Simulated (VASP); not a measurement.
Ta4Ag: single point with PBE

Crystal: Ta4Ag.

```
CELL_PARAMETERS angstrom
4.83341 0.00000 0.00000
0.00000 4.83341 0.00000
0.00000 0.00000 4.83341
ATOMIC_POSITIONS crystal
Ta 0.00000 0.50000 0.50000
Ta 0.50000 0.00000 0.50000
Ta 0.50000 0.50000 0.00000
Ta 0.00000 0.00000 0.00000
Ag 0.50000 0.50000 0.50000
```

- Program: VASP 6.6.1
- Task: single point
- Functional: PBE
- Potentials or basis: VASP PAW PBE potentials, release 64 (Ta_pv, Ag)
- Cutoff: 500 eV
- k mesh: 4 × 4 × 4
- Occupations: gaussian, width 0.1 eV
- Spin: no spin polarisation
- Dipole correction: no
- Further INCAR settings: ALGO = Normal; EDIFF = 1e-06; NBANDS = 36

```json
{"Pressure": "-0.1 GPa"}
```

Levels at points of the mesh, in eV from the Fermi level:
```
           k point  band 23  band 24  band 25  band 26  band 27  band 28  band 29  band 30  band 31  band 32
(0.00, 0.00, 0.00)    -1.17    -1.17     0.61     0.61     0.61     0.96     0.96     0.96     2.44     2.44
(0.50, 0.00, 0.00)    -1.46    -0.94    -0.89    -0.27    -0.27     0.33     0.62     0.96     1.10     1.21
(0.50, 0.50, 0.00)    -0.90    -0.90    -0.84    -0.80    -0.32    -0.22    -0.22     0.35     0.35     1.20
(0.50, 0.50, 0.50)    -0.54    -0.54    -0.54    -0.09    -0.09    -0.09     0.23     0.23     0.23     0.35
```

Run time: 73 s on 1 thread of Intel Xeon 8259CL (shared host), peak memory 0.21 GiB.

Caveat: spin-orbit coupling is left out, which moves the levels of the heavy elements.
